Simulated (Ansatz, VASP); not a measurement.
# GaP in VASP and in Ansatz

INCAR

```
SYSTEM = GaP
PREC     = Accurate       ! precision mode
ENCUT    = 500            ! plane-wave cutoff, eV
EDIFF    = 1E-6           ! SCF threshold, eV
ISMEAR   = 0              ! smearing method
SIGMA    = 0.1            ! smearing width, eV
LREAL    = .FALSE.        ! projectors in reciprocal space
LASPH    = .TRUE.         ! aspherical terms in the spheres
NELM     = 120            ! most SCF steps
ALGO     = Normal         ! electronic algorithm
ISIF     = 2              ! what is computed and relaxed
LWAVE    = .FALSE.        ! write WAVECAR
LCHARG   = .FALSE.        ! write CHGCAR
GGA      = PS             ! functional
NBANDS   = 16             ! bands
GGA_COMPAT= .FALSE.
```

Contents of KPOINTS:

```
regular mesh
0
G
  4 4 4
  0 0 0
```

The input POSCAR:

```
GaP
1.0
    0.0000000000      2.7258124945      2.7258124945
    2.7258124945      0.0000000000      2.7258124945
    2.7258124945      2.7258124945      0.0000000000
Ga P
1 1
Direct
    0.0000000000      0.0000000000      0.0000000000
    0.2500000000      0.2500000000      0.2500000000
```

Input for Ansatz:

```yaml
crystal:
  lattice:
    - [0.0, 2.7258124945, 2.7258124945]
    - [2.7258124945, 0.0, 2.7258124945]
    - [2.7258124945, 2.7258124945, 0.0]
  atoms:
    - { symbol: Ga, position: [0.0, 0.0, 0.0] }
    - { symbol: P, position: [0.25, 0.25, 0.25] }
basis:
  ecutwfc: 420
kpoints:
  mp_grid: { grid: [4, 4, 4] }
hamiltonian:
  xc: pbesol
scf:
  occupations: { method: gaussian, width: 0.1 }
  n_extra_bands: 1
  mixing: { beta: 0.098, preconditioner: kerker_dos }
  initial_density: { chi_scale: 0, normalization: atom }
  max_iter: 79
output:
  forces: true
  stress: true
  eigenvalues: true
```

Alike in both runs: task single point; functional PBEsol; k mesh 4 × 4 × 4; occupations gaussian, width 0.1 eV; no spin polarisation.

|  | VASP | Ansatz |
| --- | --- | --- |
| version | VASP 6.6.1 | Ansatz 0.2.0 |
| potentials or method | VASP PAW PBE potentials, release 64 (Ga_d, P), cutoff 500 eV | scalar-relativistic, plane waves, PAW |
| valence electrons in the cell | 18 | 18 |

Ansatz gave:

```
gap on the k mesh at the Fermi level (eV) : 1.48
least direct gap on the mesh (eV)         : 1.73
pressure (GPa)                            : -0.2
```

Q: What did VASP give for the same quantities?

A: gap on the k mesh at the Fermi level (eV): 1.49; least direct gap on the mesh (eV): 1.73; pressure (GPa): -0.3.

VASP's potentials were made for PBE, not for PBEsol.

The k mesh is coarse, so the values compare programs but aren't converged.
